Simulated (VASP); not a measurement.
# La (P6_3/mmc) in VASP: density of states with PBE

Aim: the density of states of La with PBE.

Program: VASP 6.6.1. These are calculated values, not measurements. Logs are shortened: lines on timing, memory, paths and dates and some standing lists are left out, and cuts for length are marked.

### 1 The cell of the first run

The structure is hexagonal, space group P6_3/mmc (No. 194). The conventional cell has a = 3.774 Å, b = 3.774 Å, c = 12.060 Å, α = 90.00°, β = 90.00°, γ = 120.00°. La (site symmetry -3m) has 12 La at 3.72 to 3.77 Å within 4.9 Å. Within 4.9 Å of La (site symmetry -6m2) lie 12 La at 3.72 to 3.77 Å.

### 2 Density of states, PBE

POSCAR

```
La
1.0
    3.7735315813      0.0000000000      0.0000000000
   -1.8867657907      3.2679742114      0.0000000000
    0.0000000000      0.0000000000     12.0599384368
La
4
Direct
    0.0000000000      0.0000000000      0.0000000000
    0.0000000000      0.0000000000      0.5000000000
    0.3333333333      0.6666666667      0.2500000000
    0.6666666667      0.3333333333      0.7500000000
```

INCAR.step1

```
SYSTEM = La
  PREC = Accurate
  ENCUT = 520
  EDIFF = 1E-6
  ISMEAR = 0
  SIGMA = 0.05
  LREAL = .False.
  LASPH = .True.
  NELM = 100
  ALGO = Normal
  ISIF = 2
  LWAVE = .False.
  LCHARG = .True.
  LMAXMIX = 6
  GGA = PE
  NBANDS = 30
```

KPOINTS.step1

```
Automatic mesh
0
Gamma
  14 14 4
  0 0 0
```

INCAR.step2

```
SYSTEM = La
  PREC = Accurate
  ENCUT = 520
  EDIFF = 1E-6
  ISMEAR = -5
  SIGMA = 0.05
  LREAL = .False.
  LASPH = .True.
  NELM = 100
  ALGO = Normal
  ISIF = 2
  LWAVE = .False.
  LCHARG = .False.
  LMAXMIX = 6
  GGA = PE
  LORBIT = 11
  NEDOS = 2001
  ICHARG = 11
```

KPOINTS.step2

```
Automatic mesh
0
Gamma
  21 21 6
  0 0 0
```

Potentials or basis: VASP PAW PBE potentials, release 64 (La).

Run with:

```console
$ cat potpaw_PBE.64/La/POTCAR > POTCAR
$ cp INCAR.step1 INCAR
$ cp KPOINTS.step1 KPOINTS
$ mpirun -np 1 vasp_std > vasp.out
$ cp INCAR.step2 INCAR
$ cp KPOINTS.step2 KPOINTS
$ mpirun -np 1 vasp_std > vasp.out
```

OUTCAR:

```text
SYSTEM = La
   PREC = Accurate
   ENCUT = 520
   EDIFF = 1E-6
   ISMEAR = -5
   LREAL = .False.
   LASPH = .True.
   NELM = 100
   ISIF = 2
   GGA = PE
   LORBIT = 11
   ICHARG = 11

 ion  position               nearest neighbor table
   1  0.000  0.000  0.000-
   2  0.000  0.000  0.500-
   3  0.333  0.667  0.250-
   4  0.667  0.333  0.750-

  LATTYP: Found a hexagonal cell.
 ALAT       =     3.7735315813
 C/A-ratio  =     3.1959288473

  Lattice vectors:

 A1 = (   3.7735315813,   0.0000000000,   0.0000000000)
 A2 = (  -1.8867657907,   3.2679742114,   0.0000000000)
 A3 = (   0.0000000000,   0.0000000000,  12.0599384368)

Analysis of symmetry for initial positions (statically):
=====================================================================
 Subroutine PRICEL returns:
 Original cell was already a primitive cell.

 Routine SETGRP: Setting up the symmetry group for a
 hexagonal supercell.

 Subroutine GETGRP returns: Found 24 space group operations
 (whereof 12 operations were pure point group operations)
 out of a pool of 24 trial point group operations.

The static configuration has the point symmetry D_3d.
 The point group associated with its full space group is D_6h.

Analysis of symmetry for dynamics (positions and initial velocities):
=====================================================================
 Subroutine PRICEL returns:
 Original cell was already a primitive cell.

 Routine SETGRP: Setting up the symmetry group for a
 hexagonal supercell.

 Subroutine GETGRP returns: Found 24 space group operations
 (whereof 12 operations were pure point group operations)
 out of a pool of 24 trial point group operations.

The dynamic configuration has the point symmetry D_3d.
 The point group associated with its full space group is D_6h.

 Subroutine INISYM returns: Found 24 space group operations
 (whereof 12 operations are pure point group operations),
 and found     1 'primitive' translations

----------------------------------------------------------------------------------------

                                     Primitive cell

  volume of cell :     148.7208

  direct lattice vectors                    reciprocal lattice vectors
     3.773531581  0.000000000  0.000000000     0.265003745  0.152999983  0.000000000
    -1.886765791  3.267974211  0.000000000     0.000000000  0.305999967  0.000000000
     0.000000000  0.000000000 12.059938437     0.000000000  0.000000000  0.082919163

  length of vectors
     3.773531581  3.773531581 12.059938437     0.305999967  0.305999967  0.082919163

  position of ions in fractional coordinates (direct lattice)
     0.000000000  0.000000000  0.000000000
     0.000000000  0.000000000  0.500000000
     0.333333333  0.666666667  0.250000000
     0.666666667  0.333333333  0.750000000

  ion indices of the primitive-cell ions
   primitive index   ion index
                 1           1
                 2           2
                 3           3
                 4           4

----------------------------------------------------------------------------------------

 KPOINTS: Automatic mesh

Automatic generation of k-mesh.
 Grid dimensions read from file:
 generate k-points for:   21   21    6

 Generating k-lattice:

  Cartesian coordinates                     Fractional coordinates (reciprocal lattice)
     0.012619226  0.007285713  0.000000000     0.047619048  0.000000000  0.000000000
     0.000000000  0.014571427  0.000000000     0.000000000  0.047619048  0.000000000
     0.000000000  0.000000000  0.013819860     0.000000000  0.000000000  0.166666667

  Length of vectors
     0.014571427  0.014571427  0.013819860

  Shift w.r.t. Gamma in fractional coordinates (k-lattice)
     0.000000000  0.000000000  0.000000000

 TETIRR: Found   2688 inequivalent tetrahedra from    15876

 Subroutine IBZKPT returns following result:
 ===========================================

 Found    192 irreducible k-points:

 Following reciprocal coordinates:
            Coordinates               Weight
  0.000000  0.000000  0.000000      1.000000
  0.047619  0.000000  0.000000      6.000000
  0.095238  0.000000  0.000000      6.000000
  0.142857 -0.000000  0.000000      6.000000
  0.190476  0.000000  0.000000      6.000000
  0.238095 -0.000000  0.000000      6.000000
[... 16 lines left out ...]
  0.142857  0.095238  0.000000     12.000000
  0.190476  0.095238  0.000000     12.000000
 [... further k-points ...]
   k-points           NKPTS =    192   k-points in BZ     NKDIM =    192   number of bands    NBANDS=     26
   number of dos      NEDOS =   2001   number of ions     NIONS =      4
   total plane-waves  NPLWV =  70560
   dimension x,y,z NGX =    28 NGY =   28 NGZ =   90
   dimension x,y,z NGXF=    56 NGYF=   56 NGZF=  180
   ions per type =               4
   NGX,Y,Z   is equivalent  to a cutoff of  12.34, 12.34, 12.41 a.u.
   NGXF,Y,Z  is equivalent  to a cutoff of  24.67, 24.67, 24.81 a.u.
 SYSTEM =  La
   PREC   = accura    normal or accurate (medium, high low for compatibility)
   ISTART =      0    job   : 0-new  1-cont  2-samecut
   ICHARG =     11    charge: 1-file 2-atom 10-const
   ISPIN  =      1    spin polarized calculation?
   LNONCOLLINEAR =      F non collinear calculations
   LSORBIT =      F    spin-orbit coupling
   LASPH  =      T    aspherical Exc in radial PAW
   ENCUT  =  520.0 eV  38.22 Ry    6.18 a.u.   7.02  7.02 22.42*2*pi/ulx,y,z
   NELM   =    100;   NELMIN=  2; NELMDL=  0     # of ELM steps
   EDIFF  = 0.1E-05   stopping-criterion for ELM
   LREAL  =      F    real-space projection
   EDIFFG = 0.1E-04   stopping-criterion for IOM
   NSW    =      0    number of steps for IOM
   IBRION =     -1    ionic relax: 0-MD 1-quasi-New 2-CG
   NFREE  =      0    steps in history (QN), initial steepest desc. (CG)
   ISIF   =      2    stress and relaxation
   ISYM   =      2    0-nonsym 1-usesym 2-fastsym
   POTIM  = 0.5000    time-step for ionic-motion
   TEBEG  =    0.0;   TEEND  =   0.0 temperature during run
   PSTRESS=    0.0 pullay stress
   NELECT =      44.0000    total number of electrons
   NUPDOWN=      -1.0000    fix difference up-down
   EMIN   =  10.00;   EMAX   =-10.00  energy-range for DOS
   EFERMI =   0.00;   METHOD = LEGACY
   ISMEAR =    -5;   SIGMA  =   0.05  broadening in eV -4-tet -1-fermi 0-gaus
   EFERMI_NEDOS =   21; number of points for ismear=-14 and -15
   IALGO  =     38    algorithm
   IMIX   =      4    mixing-type and parameters
     AMIX     =   0.40;   BMIX     =  1.00
     AMIX_MAG =   1.60;   BMIX_MAG =  1.00
  volume/ion in A,a.u.               =      37.18       250.90
  Fermi-wavevector in a.u.,A,eV,Ry     =   1.090859  2.061424 16.190561  1.189973
  Thomas-Fermi vector in A             =   2.227092
   LORBIT       =     11    0 simple, 1 ext, 2 COOP (PROOUT), +10 PAW based schemes
   GGA     = PE    functional components
   LHFCALC =     F    Hartree Fock is set to
   AEXX    =    0.0000 exact exchange contribution
   IVDW    =     0    specifies the selected vdW correction
   LEPSILON=     F    determine dielectric tensor
   LRPA    =     F    only Hartree local field effects (RPA)
 non-spin polarized calculation
 Fermi weights with tetrahedron method with Bloechl corrections
  energy-cutoff  :      520.00
  volume of cell :      148.72
 maximum number of plane-waves:      4029
 NGX is ok and might be reduce to    28

 number of electron      43.9999997 magnetization

 Free energy of the ion-electron system (eV)
  ---------------------------------------------------
  ext. energy  EPLUGINS =         0.00000000
  ---------------------------------------------------
  free energy    TOTEN  =       -19.53907656 eV

  energy without entropy =      -19.53907656  energy(sigma->0) =      -19.53907656

 E-fermi :   7.8865     XC(G=0):  -9.5567

 val. band max:        7.9022441201   @ k =   0.1429   0.0952   0.0000
 cond. band min:       7.8394456227   @ k =   0.1905   0.1905   0.5000
 fundamental gap:     -0.0627984974
 Fermi energy:         7.8864773757

 k-point     1 :       0.0000    0.0000    0.0000
  band No.  band energies     occupation
      1     -25.0216      2.00000
      2     -24.9194      2.00000
      3     -24.9161      2.00000
      4     -24.8103      2.00000
      5      -9.4242      2.00000
      6      -8.7547      2.00000
[... 18 lines left out ...]
     25       9.1703      0.00000
     26       9.2360      0.00000

 k-point     2 :       0.0476    0.0000    0.0000
  band No.  band energies     occupation
      1     -25.0181      2.00000
      2     -24.9168      2.00000
      3     -24.9135      2.00000
      4     -24.8087      2.00000
      5      -9.4147      2.00000
      6      -8.7580      2.00000
[... 18 lines left out ...]
     25       9.0167      0.00000
     26       9.2089      0.00000

 k-point     3 :       0.0952    0.0000    0.0000
  band No.  band energies     occupation
      1     -25.0075      2.00000
      2     -24.9091      2.00000
      3     -24.9059      2.00000
      4     -24.8042      2.00000
      5      -9.3866      2.00000
      6      -8.7698      2.00000
[... 18 lines left out ...]
     25       8.7922      0.00000
     26       9.2275      0.00000

 k-point     4 :       0.1429   -0.0000    0.0000
  band No.  band energies     occupation
      1     -24.9907      2.00000
      2     -24.8971      2.00000
      3     -24.8938      2.00000
      4     -24.7972      2.00000
      5      -9.3412      2.00000
      6      -8.7964      2.00000
[... 18 lines left out ...]
     25       8.5787      0.00000
     26       9.1110      0.00000

 k-point     5 :       0.1905    0.0000    0.0000
  band No.  band energies     occupation
      1     -24.9688      2.00000
      2     -24.8817      2.00000
      3     -24.8785      2.00000
      4     -24.7888      2.00000
      5      -9.2809      2.00000
      6      -8.8489      2.00000
[... 18 lines left out ...]
     25       8.4715      0.00000
     26       8.8502      0.00000

 k-point     6 :       0.2381   -0.0000    0.0000
  band No.  band energies     occupation
      1     -24.9433      2.00000
      2     -24.8642      2.00000
      3     -24.8611      2.00000
      4     -24.7800      2.00000
      5      -9.2106      2.00000
      6      -8.9335      2.00000
[... 427 lines left out ...]
 k-point    21 :       0.4762    0.0476    0.0000
  band No.  band energies     occupation
      1     -24.8304      2.00000
      2     -24.7981      2.00000
      3     -24.7953      2.00000
      4     -24.7626      2.00000
      5      -9.3583      2.00000
      6      -9.3343      2.00000
[... 18 lines left out ...]
     25       8.7422      0.00000
     26       8.9405      0.00000

 k-point    22 :       0.0952    0.0952    0.0000
  band No.  band energies     occupation
      1     -24.9811      2.00000
      2     -24.8902      2.00000
      3     -24.8870      2.00000
      4     -24.7934      2.00000
      5      -9.3146      2.00000
      6      -8.8152      2.00000
[... 18 lines left out ...]
     25       8.4556      0.00000
     26       8.8654      0.00000

 k-point    23 :       0.1429    0.0952    0.0000
  band No.  band energies     occupation
      1     -24.9599      2.00000
      2     -24.8755      2.00000
      3     -24.8723      2.00000
      4     -24.7856      2.00000
      5      -9.2553      2.00000
      6      -8.8682      2.00000
[... 18 lines left out ...]
     25       8.3180      0.00000
     26       8.6407      0.00000

 k-point    24 :       0.1905    0.0952    0.0000
  band No.  band energies     occupation
      1     -24.9352      2.00000
      2     -24.8588      2.00000
      3     -24.8557      2.00000
      4     -24.7774      2.00000
      5      -9.1853      2.00000
      6      -8.9469      2.00000
[... 18 lines left out ...]
     25       8.3730      0.00000
     26       8.4886      0.00000

 [... further k-points ...]

------------------------ aborting loop because EDIFF is reached ----------------------------------------

  FORCE on cell =-STRESS in cart. coord.  units (eV):
  Direction    XX          YY          ZZ          XY          YZ          ZX
  --------------------------------------------------------------------------------------
  -------------------------------------------------------------------------------------
  Total        0.0501489      0.0501489      0.1351548     -0.0000000      0.0000000      0.0000000
  in kB        0.5402568      0.5402568      1.4560306     -0.0000000      0.0000000      0.0000000
  external PRESSURE =       0.8455147 kB  Pullay stress =       0.0000000 kB

 VOLUME and BASIS-vectors are now :
 -----------------------------------------------------------------------------
  energy-cutoff  :      520.00
  volume of cell :      148.72
      direct lattice vectors                 reciprocal lattice vectors
     3.773531581  0.000000000  0.000000000     0.265003745  0.152999983  0.000000000
    -1.886765791  3.267974211  0.000000000     0.000000000  0.305999967  0.000000000
     0.000000000  0.000000000 12.059938437     0.000000000  0.000000000  0.082919163

 POSITION                                       TOTAL-FORCE (eV/Angst)
 -----------------------------------------------------------------------------------
      0.00000      0.00000      0.00000         0.000000      0.000000     -0.000000
      0.00000      0.00000      6.02997         0.000000      0.000000     -0.000000
     -0.00000      2.17865      3.01498         0.000000     -0.000000      0.000000
      1.88677      1.08932      9.04495        -0.000000      0.000000      0.000000
 -----------------------------------------------------------------------------------
    total drift:                               -0.000000     -0.000000     -0.000000

  FREE ENERGIE OF THE ION-ELECTRON SYSTEM (eV)
  ---------------------------------------------------
  free  energy   TOTEN  =       -19.5390765556 eV

  energy  without entropy=      -19.5390765556  energy(sigma->0) =      -19.53907656

 total charge

# of ion       s       p       d       f       tot
--------------------------------------------------
    1        2.066   5.553   0.892   0.088   8.598
    2        2.066   5.553   0.892   0.088   8.598
    3        2.068   5.559   0.882   0.079   8.588
    4        2.068   5.559   0.882   0.079   8.588
--------------------------------------------------
tot          8.267  22.223   3.549   0.334  34.372
```

Wall time 9.7 min (1 thread of Intel Xeon 6975P-C (Granite Rapids), shared host); peak memory 0.73 GiB.

What came out:

| Quantity | Value |
| --- | --- |
| Valence electrons inside the program's atomic spheres | La 8.60, 8.59 |

Levels at points of the mesh, in eV from the Fermi level:
| k point | band 20 | band 21 | band 22 | band 23 | band 24 | band 25 |
| --- | --- | --- | --- | --- | --- | --- |
| (0.00, 0.00, 0.00) | -1.78 | 0.48 | 0.61 | 1.24 | 1.26 | 1.28 |
| (0.00, 0.00, 0.50) | -1.70 | 0.78 | 0.78 | 1.21 | 1.22 | 1.28 |

Caveat: spin-orbit coupling is left out, which moves the levels of the heavy elements; tetrahedron occupations give inexact forces and stress in metals.
